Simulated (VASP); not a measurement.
Here is a VASP 6.6.1 calculation.

Contents of INCAR:

```
SYSTEM = KBr
ALGO     = Normal         ! electronic algorithm
EDIFF    = 1E-6           ! SCF threshold, eV
ENCUT    = 520            ! plane-wave cutoff, eV
GGA      = PS             ! functional
ISIF     = 2              ! what is computed and relaxed
ISMEAR   = 0              ! smearing method
LASPH    = .True.         ! aspherical terms in the spheres
LCHARG   = .False.        ! write CHGCAR
LREAL    = .False.        ! projectors in reciprocal space
LWAVE    = .False.        ! write WAVECAR
NBANDS   = 15             ! bands
NELM     = 100            ! most SCF steps
PREC     = Accurate       ! precision mode
SIGMA    = 0.05           ! smearing width, eV
```

Contents of KPOINTS:

```
k-points
0
Gamma
  6 6 6
  0 0 0
```

POSCAR

```
KBr
1.0
    0.0000000000      3.2925000000      3.1608000000
    3.2925000000      0.0000000000      3.1608000000
    3.2925000000      3.2925000000      0.0000000000
K Br
1 1
Direct
    0.0000000000      0.0000000000      0.0000000000
    0.5000000000      0.5000000000      0.5000000000
```

Potentials or basis: VASP PAW PBE potentials, release 64 (K_sv, Br).

Command:

```bash
$ cat potpaw_PBE.64/K_sv/POTCAR potpaw_PBE.64/Br/POTCAR > POTCAR
$ mpirun -np 1 vasp_std > vasp.out
```

Task: Predict the pressure.

Result: 0.6 GPa.

Task: Estimate the band gap on the k mesh.

Result: 4.37 eV, direct.

Stress tensor (GPa, compression positive):
```
0.01 0.00 0.00
0.00 0.01 0.00
0.00 0.00 1.67
```

Caveat: the cell differs from its parent crystal (strain +0.000 along x and y, -0.040 along z); the PAW data sets were made with another functional, which shifts forces and pressure a little.
